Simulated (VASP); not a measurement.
# Rb (Im-3m) in VASP: further runs

The runs below take Rb through single point, with LDA.

Program: VASP 6.6.1. These are calculated values, not measurements. Logs are shortened: lines on timing, memory, paths and dates and some standing lists are left out, and cuts for length are marked.

## 1. The cell of the first run

The structure is cubic, space group Im-3m (No. 229). Conventional cell: a = 4.055 Å, b = 4.055 Å, c = 4.055 Å, α = 90.00°, β = 90.00°, γ = 90.00°. Rb (site symmetry m-3m) has 14 Rb at 3.51 to 4.05 Å within 4.6 Å.

## 2. Single point, LDA (volume scaled by 0.43)

Contents of INCAR:

```
SYSTEM = Rb
PREC = Accurate
ENCUT = 520
EDIFF = 1E-6
ISMEAR = -1
SIGMA = 0.05
LREAL = .FALSE.
LASPH = .TRUE.
NELM = 80
ALGO = Normal
ISIF = 2
LWAVE = .FALSE.
LCHARG = .FALSE.
NBANDS = 10
```

Contents of KPOINTS:

```
regular mesh
0
G
  11 11 11
  0 0 0
```

Contents of POSCAR:

```
Rb
1.0
   -2.0273276086      2.0273276086      2.0273276086
    2.0273276086     -2.0273276086      2.0273276086
    2.0273276086      2.0273276086     -2.0273276086
Rb
1
Direct
    0.0000000000      0.0000000000      0.0000000000
```

Potentials or basis: VASP PAW LDA potentials, release 64 (Rb_sv).

On the command line:

```console
$ cat potpaw_LDA.64/Rb_sv/POTCAR > POTCAR
$ mpirun -np 1 vasp_std > vasp.out
```

OUTCAR:

```text
SYSTEM = Rb
   PREC = Accurate
   ENCUT = 520
   EDIFF = 1E-6
   ISMEAR = -1
   LREAL = .FALSE.
   LASPH = .TRUE.
   NELM = 80
   ISIF = 2

 ion  position               nearest neighbor table
   1  0.000  0.000  0.000-

  LATTYP: Found a body centered cubic cell.
 ALAT       =     4.0546552172

  Lattice vectors:

 A1 = (  -2.0273276086,   2.0273276086,   2.0273276086)
 A2 = (   2.0273276086,  -2.0273276086,   2.0273276086)
 A3 = (   2.0273276086,   2.0273276086,  -2.0273276086)

Analysis of symmetry for initial positions (statically):
=====================================================================
 Subroutine PRICEL returns:
 Original cell was already a primitive cell.

 Routine SETGRP: Setting up the symmetry group for a
 body centered cubic supercell.

 Subroutine GETGRP returns: Found 48 space group operations
 (whereof 48 operations were pure point group operations)
 out of a pool of 48 trial point group operations.

The static configuration has the point symmetry O_h .

Analysis of symmetry for dynamics (positions and initial velocities):
=====================================================================
 Subroutine PRICEL returns:
 Original cell was already a primitive cell.

 Routine SETGRP: Setting up the symmetry group for a
 body centered cubic supercell.

 Subroutine GETGRP returns: Found 48 space group operations
 (whereof 48 operations were pure point group operations)
 out of a pool of 48 trial point group operations.

The dynamic configuration has the point symmetry O_h .

 Subroutine INISYM returns: Found 48 space group operations
 (whereof 48 operations are pure point group operations),
 and found     1 'primitive' translations

----------------------------------------------------------------------------------------

                                     Primitive cell

  volume of cell :      33.3297

  direct lattice vectors                    reciprocal lattice vectors
    -2.027327609  2.027327609  2.027327609     0.000000000  0.246630095  0.246630095
     2.027327609 -2.027327609  2.027327609     0.246630095  0.000000000  0.246630095
     2.027327609  2.027327609 -2.027327609     0.246630095  0.246630095  0.000000000

  length of vectors
     3.511434422  3.511434422  3.511434422     0.348787625  0.348787625  0.348787625

  position of ions in fractional coordinates (direct lattice)
     0.000000000  0.000000000  0.000000000

  ion indices of the primitive-cell ions
   primitive index   ion index
                 1           1

----------------------------------------------------------------------------------------

 KPOINTS: regular mesh

Automatic generation of k-mesh.
 Grid dimensions read from file:
 generate k-points for:   11   11   11

 Generating k-lattice:

  Cartesian coordinates                     Fractional coordinates (reciprocal lattice)
     0.000000000  0.022420918  0.022420918     0.090909091  0.000000000  0.000000000
     0.022420918  0.000000000  0.022420918     0.000000000  0.090909091  0.000000000
     0.022420918  0.022420918  0.000000000     0.000000000  0.000000000  0.090909091

  Length of vectors
     0.031707966  0.031707966  0.031707966

  Shift w.r.t. Gamma in fractional coordinates (k-lattice)
     0.000000000  0.000000000  0.000000000

 Subroutine IBZKPT returns following result:
 ===========================================

 Found     56 irreducible k-points:

 Following reciprocal coordinates:
            Coordinates               Weight
  0.000000  0.000000  0.000000      1.000000
  0.090909  0.000000  0.000000     12.000000
  0.181818  0.000000  0.000000     12.000000
  0.272727  0.000000  0.000000     12.000000
  0.363636  0.000000  0.000000     12.000000
  0.454545  0.000000  0.000000     12.000000
[... 16 lines left out ...]
  0.272727  0.181818  0.090909     48.000000
  0.363636  0.181818  0.090909     24.000000
 [... further k-points ...]
   k-points           NKPTS =     56   k-points in BZ     NKDIM =     56   number of bands    NBANDS=     10
   number of dos      NEDOS =    301   number of ions     NIONS =      1
   total plane-waves  NPLWV =  21952
   dimension x,y,z NGX =    28 NGY =   28 NGZ =   28
   dimension x,y,z NGXF=    56 NGYF=   56 NGZF=   56
   ions per type =               1
   NGX,Y,Z   is equivalent  to a cutoff of  13.26, 13.26, 13.26 a.u.
   NGXF,Y,Z  is equivalent  to a cutoff of  26.51, 26.51, 26.51 a.u.
 SYSTEM =  Rb
   PREC   = accura    normal or accurate (medium, high low for compatibility)
   ISTART =      0    job   : 0-new  1-cont  2-samecut
   ICHARG =      2    charge: 1-file 2-atom 10-const
   ISPIN  =      1    spin polarized calculation?
   LNONCOLLINEAR =      F non collinear calculations
   LSORBIT =      F    spin-orbit coupling
   LASPH  =      T    aspherical Exc in radial PAW
   ENCUT  =  520.0 eV  38.22 Ry    6.18 a.u.   6.53  6.53  6.53*2*pi/ulx,y,z
   NELM   =     80;   NELMIN=  2; NELMDL= -5     # of ELM steps
   EDIFF  = 0.1E-05   stopping-criterion for ELM
   LREAL  =      F    real-space projection
   EDIFFG = 0.1E-04   stopping-criterion for IOM
   NSW    =      0    number of steps for IOM
   IBRION =     -1    ionic relax: 0-MD 1-quasi-New 2-CG
   NFREE  =      0    steps in history (QN), initial steepest desc. (CG)
   ISIF   =      2    stress and relaxation
   ISYM   =      2    0-nonsym 1-usesym 2-fastsym
   POTIM  = 0.5000    time-step for ionic-motion
   TEBEG  =    0.0;   TEEND  =   0.0 temperature during run
   PSTRESS=    0.0 pullay stress
   NELECT =       9.0000    total number of electrons
   NUPDOWN=      -1.0000    fix difference up-down
   EMIN   =  10.00;   EMAX   =-10.00  energy-range for DOS
   EFERMI =   0.00;   METHOD = LEGACY
   ISMEAR =    -1;   SIGMA  =   0.05  broadening in eV -4-tet -1-fermi 0-gaus
   EFERMI_NEDOS =   21; number of points for ismear=-14 and -15
   IALGO  =     38    algorithm
   IMIX   =      4    mixing-type and parameters
     AMIX     =   0.40;   BMIX     =  1.00
     AMIX_MAG =   1.60;   BMIX_MAG =  1.00
  volume/ion in A,a.u.               =      33.33       224.92
  Fermi-wavevector in a.u.,A,eV,Ry     =   1.058145  1.999604 15.234039  1.119670
  Thomas-Fermi vector in A             =   2.193443
   LORBIT       =      0    0 simple, 1 ext, 2 COOP (PROOUT), +10 PAW based schemes
   GGA     = CA    functional components
   LHFCALC =     F    Hartree Fock is set to
   AEXX    =    0.0000 exact exchange contribution
   IVDW    =     0    specifies the selected vdW correction
   LEPSILON=     F    determine dielectric tensor
   LRPA    =     F    only Hartree local field effects (RPA)
 non-spin polarized calculation
  energy-cutoff  :      520.00
  volume of cell :       33.33
 maximum number of plane-waves:       935
 NGX is ok and might be reduce to    28
   NGX = 13   NGY = 13   NGZ = 13

 number of electron       9.0000000 magnetization

 Free energy of the ion-electron system (eV)
  ---------------------------------------------------
  ext. energy  EPLUGINS =         0.00000000
  ---------------------------------------------------
  free energy    TOTEN  =        -0.14214331 eV

  energy without entropy =       -0.13052696  energy(sigma->0) =       -0.13633513

 E-fermi :   3.4995     XC(G=0):  -8.9458

 val. band max:        3.4780363997   @ k =  -0.4545  -0.4545   0.0909
 cond. band min:       3.5007819234   @ k =  -0.3636   0.4545   0.0909
 fundamental gap:      0.0227455237
 Fermi energy:         3.4995288711

 k-point     1 :       0.0000    0.0000    0.0000
  band No.  band energies     occupation
      1     -25.7180      2.00000
      2      -8.9827      2.00000
      3      -8.9827      2.00000
      4      -8.9827      2.00000
      5       0.4107      2.00000
      6       7.6844      0.00000
      7       7.6844      0.00000
      8       7.6844      0.00000
      9       9.8388      0.00000
     10       9.8388      0.00000

 k-point     2 :       0.0909    0.0000    0.0000
  band No.  band energies     occupation
      1     -25.6963      2.00000
      2      -9.1568      2.00000
      3      -9.0265      2.00000
      4      -8.9859      2.00000
      5       0.7135      2.00000
      6       7.4033      0.00000
      7       7.4822      0.00000
      8       7.9705      0.00000
      9       9.3897      0.00000
     10       9.7669      0.00000

 k-point     3 :       0.1818    0.0000    0.0000
  band No.  band energies     occupation
      1     -25.6374      2.00000
      2      -9.5882      2.00000
      3      -9.1412      2.00000
      4      -8.9947      2.00000
      5       1.4841      2.00000
      6       6.7476      0.00000
      7       6.7969      0.00000
      8       8.8068      0.00000
      9       9.2903      0.00000
     10       9.6983      0.00000

 k-point     4 :       0.2727    0.0000    0.0000
  band No.  band energies     occupation
      1     -25.5587      2.00000
      2     -10.0938      2.00000
      3      -9.2855      2.00000
      4      -9.0066      2.00000
      5       2.3467      2.00000
      6       6.1082      0.00000
      7       6.1865      0.00000
      8       9.7090      0.00000
      9       9.8356      0.00000
     10      10.1338      0.00000
[... 222 lines left out ...]
 k-point    22 :       0.1818    0.1818    0.0909
  band No.  band energies     occupation
      1     -25.4777      2.00000
      2     -10.3938      2.00000
      3      -9.4620      2.00000
      4      -9.2471      2.00000
      5       3.7092      0.02976
      6       5.3512      0.00000
      7       5.5817      0.00000
      8      10.2043      0.00000
      9      10.8565      0.00000
     10      12.3798      0.00000

 k-point    23 :       0.2727    0.1818    0.0909
  band No.  band energies     occupation
      1     -25.4334      2.00000
      2     -10.4792      2.00000
      3      -9.6997      2.00000
      4      -9.2997      2.00000
      5       4.1380      0.00001
      6       5.2889      0.00000
      7       5.8117      0.00000
      8      10.5329      0.00000
      9      11.1961      0.00000
     10      12.9478      0.00000

 k-point    24 :       0.3636    0.1818    0.0909
  band No.  band energies     occupation
      1     -25.4168      2.00000
      2     -10.4902      2.00000
      3      -9.8121      2.00000
      4      -9.3159      2.00000
      5       4.1508      0.00000
      6       5.2845      0.00000
      7       6.1733      0.00000
      8      10.5957      0.00000
      9      11.3433      0.00000
     10      12.9093      0.00000

 [... further k-points ...]
[... 5 lines left out ...]
  --------------------------------------------------------------------------------------
  -------------------------------------------------------------------------------------
  Total        2.3737546      2.3737546      2.3737546      0.0000000     -0.0000000      0.0000000
  in kB      114.1076100    114.1076100    114.1076100      0.0000000     -0.0000000      0.0000000
  external PRESSURE =     114.1076100 kB  Pullay stress =       0.0000000 kB

 VOLUME and BASIS-vectors are now :
 -----------------------------------------------------------------------------
  energy-cutoff  :      520.00
  volume of cell :       33.33
      direct lattice vectors                 reciprocal lattice vectors
    -2.027327609  2.027327609  2.027327609     0.000000000  0.246630095  0.246630095
     2.027327609 -2.027327609  2.027327609     0.246630095  0.000000000  0.246630095
     2.027327609  2.027327609 -2.027327609     0.246630095  0.246630095  0.000000000

 POSITION                                       TOTAL-FORCE (eV/Angst)
 -----------------------------------------------------------------------------------
      0.00000      0.00000      0.00000        -0.000000     -0.000000     -0.000000
 -----------------------------------------------------------------------------------
    total drift:                               -0.000000     -0.000000     -0.000000

  FREE ENERGIE OF THE ION-ELECTRON SYSTEM (eV)
  ---------------------------------------------------
  free  energy   TOTEN  =        -0.1421433111 eV

  energy  without entropy=       -0.1305269587  energy(sigma->0) =       -0.13633513
```

It took 6.6 s on 1 thread of Intel Xeon 6975P-C (Granite Rapids), shared host; peak memory 0.14 GiB.

Results:

* Free energy: -0.1421 eV
* Pressure: 11.4 GPa

Levels at points of the mesh, in eV from the Fermi level:
```csv
k point,band 3,band 4,band 5,band 6,band 7,band 8
"(0.00, 0.00, 0.00)",-12.48,-12.48,-3.09,4.18,4.18,4.18
```

## 3. Single point, LDA (volume scaled by 0.5)

Contents of INCAR:

```
SYSTEM = Rb
PREC     = Accurate       ! precision mode
ENCUT    = 520            ! plane-wave cutoff, eV
EDIFF    = 1E-6           ! SCF threshold, eV
ISMEAR   = -1             ! smearing method
SIGMA    = 0.05           ! smearing width, eV
LREAL    = .False.        ! projectors in reciprocal space
LASPH    = .True.         ! aspherical terms in the spheres
NELM     = 100            ! most SCF steps
ALGO     = Normal         ! electronic algorithm
ISIF     = 2              ! what is computed and relaxed
LWAVE    = .False.        ! write WAVECAR
LCHARG   = .False.        ! write CHGCAR
GGA      = CA             ! functional
NBANDS   = 10             ! bands
```

Contents of KPOINTS:

```
regular mesh
0
Gamma
  11 11 11
  0 0 0
```

Contents of POSCAR:

```
Rb
1.0
   -2.1318555983      2.1318555983      2.1318555983
    2.1318555983     -2.1318555983      2.1318555983
    2.1318555983      2.1318555983     -2.1318555983
Rb
1
Direct
    0.0000000000      0.0000000000      0.0000000000
```

Potentials or basis: VASP PAW LDA potentials, release 64 (Rb_sv).

On the command line:

```console
$ cat potpaw_LDA.64/Rb_sv/POTCAR > POTCAR
$ mpirun -np 1 vasp_std > vasp.out
```

OUTCAR:

```text
SYSTEM = Rb
   PREC = Accurate
   ENCUT = 520
   EDIFF = 1E-6
   ISMEAR = -1
   LREAL = .False.
   LASPH = .True.
   NELM = 100
   ISIF = 2
   GGA = CA

 ion  position               nearest neighbor table
   1  0.000  0.000  0.000-

  LATTYP: Found a body centered cubic cell.
 ALAT       =     4.2637111966

  Lattice vectors:

 A1 = (  -2.1318555983,   2.1318555983,   2.1318555983)
 A2 = (   2.1318555983,  -2.1318555983,   2.1318555983)
 A3 = (   2.1318555983,   2.1318555983,  -2.1318555983)

Analysis of symmetry for initial positions (statically):
=====================================================================
 Subroutine PRICEL returns:
 Original cell was already a primitive cell.

 Routine SETGRP: Setting up the symmetry group for a
 body centered cubic supercell.

 Subroutine GETGRP returns: Found 48 space group operations
 (whereof 48 operations were pure point group operations)
 out of a pool of 48 trial point group operations.

The static configuration has the point symmetry O_h .

Analysis of symmetry for dynamics (positions and initial velocities):
=====================================================================
[... 156 lines left out ...]

 val. band max:        2.7192284933   @ k =  -0.4545   0.4545   0.4545
 cond. band min:       2.7306982614   @ k =  -0.3636   0.3636   0.1818
 fundamental gap:      0.0114697681
 Fermi energy:         2.7249823758

 k-point     1 :       0.0000    0.0000    0.0000
  band No.  band energies     occupation
      1     -26.2489      2.00000
      2      -9.8261      2.00000
      3      -9.8261      2.00000
      4      -9.8261      2.00000
      5      -0.3569      2.00000
      6       6.8386      0.00000
      7       6.8386      0.00000
      8       6.8386      0.00000
      9       8.7513      0.00000
     10       8.7513      0.00000
[... 287 lines left out ...]
 k-point    24 :       0.3636    0.1818    0.0909
  band No.  band energies     occupation
      1     -26.0728      2.00000
      2     -10.8713      2.00000
      3     -10.3956      2.00000
      4     -10.0483      2.00000
      5       3.3631      0.00001
      6       4.5226      0.00000
      7       4.8751      0.00000
      8       9.2993      0.00000
      9      10.0431      0.00000
     10      10.9125      0.00000

 [... further k-points ...]
[... 5 lines left out ...]
  --------------------------------------------------------------------------------------
  -------------------------------------------------------------------------------------
  Total        1.9706125      1.9706125      1.9706125      0.0000000      0.0000000      0.0000000
  in kB       81.4663896     81.4663896     81.4663896      0.0000000      0.0000000      0.0000000
  external PRESSURE =      81.4663896 kB  Pullay stress =       0.0000000 kB

 VOLUME and BASIS-vectors are now :
 -----------------------------------------------------------------------------
  energy-cutoff  :      520.00
  volume of cell :       38.76
      direct lattice vectors                 reciprocal lattice vectors
    -2.131855598  2.131855598  2.131855598     0.000000000  0.234537461  0.234537461
     2.131855598 -2.131855598  2.131855598     0.234537461  0.000000000  0.234537461
     2.131855598  2.131855598 -2.131855598     0.234537461  0.234537461  0.000000000

 POSITION                                       TOTAL-FORCE (eV/Angst)
 -----------------------------------------------------------------------------------
      0.00000      0.00000      0.00000         0.000000      0.000000     -0.000000
 -----------------------------------------------------------------------------------
    total drift:                                0.000000     -0.000000     -0.000000

  FREE ENERGIE OF THE ION-ELECTRON SYSTEM (eV)
  ---------------------------------------------------
  free  energy   TOTEN  =        -0.4678437266 eV

  energy  without entropy=       -0.4570088559  energy(sigma->0) =       -0.46242629
```

OSZICAR:

```text
N       E                     dE             d eps       ncg     rms          rms(c)
DAV:   1     0.307507023657E+02    0.30751E+02   -0.41248E+03  1120   0.752E+02
DAV:   2     0.793202101941E+00   -0.29958E+02   -0.29250E+02  1308   0.131E+02
DAV:   3    -0.432051205163E+00   -0.12253E+01   -0.12160E+01  1484   0.242E+01
DAV:   4    -0.482619310179E+00   -0.50568E-01   -0.50223E-01  1474   0.374E+00
DAV:   5    -0.483401059508E+00   -0.78175E-03   -0.78131E-03  1488   0.390E-01    0.323E+00
DAV:   6    -0.469908215142E+00    0.13493E-01   -0.21056E-02  1228   0.838E-01    0.206E+00
DAV:   7    -0.468068550283E+00    0.18397E-02   -0.26558E-02  1386   0.966E-01    0.361E-01
DAV:   8    -0.467845511719E+00    0.22304E-03   -0.23998E-03  1208   0.345E-01    0.213E-02
DAV:   9    -0.467843635862E+00    0.18759E-05   -0.69006E-05  1404   0.531E-02    0.147E-02
DAV:  10    -0.467843726619E+00   -0.90757E-07   -0.22836E-06  1136   0.987E-03
   1 F= -.46784373E+00 E0= -.46242629E+00  d E =-.108349E-01
```

stdout:

```text
POSCAR found type information on POSCAR Rb
 POSCAR found :  1 types and       1 ions
 scaLAPACK will be used
 LDA part: xc-table for (Slater(with rela. corr.)+CA(PZ))
 , standard interpolation
 POSCAR, INCAR and KPOINTS ok, starting setup
 FFT: planning ... GRIDC
 FFT: planning ... GRID_SOFT
 FFT: planning ... GRID
 WAVECAR not read
 entering main loop
```

It took 6.5 s on 1 thread of Intel Xeon 6975P-C (Granite Rapids), shared host; peak memory 0.15 GiB.

Results:

| Quantity | Value |
| --- | --- |
| Free energy | -0.4678 eV |
| Pressure | 8.1 GPa |

Levels at points of the mesh, in eV from the Fermi level:
```
           k point  band 1  band 2  band 3  band 4  band 5  band 6  band 7  band 8
(0.00, 0.00, 0.00)  -28.97  -12.55  -12.55  -12.55   -3.08    4.11    4.11    4.11
```

## 4. Single point, LDA (volume scaled by 0.5)

Contents of INCAR:

```
  PREC = Accurate
  ENCUT = 520
  EDIFF = 1E-7
  ISMEAR = -1
  SIGMA = 0.05
  LREAL = False
  LASPH = True
  NELM = 80
  ALGO = Normal
  ISIF = 2
  LWAVE = False
  LCHARG = True
  GGA = CA
  LELF = True
  LVHAR = True
  NBANDS = 10
```

Contents of KPOINTS:

```
Automatic mesh
0
Gamma
  11 11 11
```

POSCAR is that of step 3.

On the command line:

```console
$ cat potpaw_LDA.64/Rb_sv/POTCAR > POTCAR
$ mpirun -np 1 vasp_std > vasp.out
```

Run time: 7.7 s. Hardware: 1 thread of Intel Xeon 6975P-C (Granite Rapids), shared host; peak memory 0.14 GiB.

The run converged. Its results:

```
Free energy : -0.4678 eV
Pressure    : 8.1 GPa
```

Levels at points of the mesh, in eV from the Fermi level:
```
           k point  band 2  band 3  band 4  band 5  band 6  band 7
(0.00, 0.00, 0.00)  -12.55  -12.55  -12.55   -3.08    4.11    4.11
```

(Continued in part 2 of 2.)
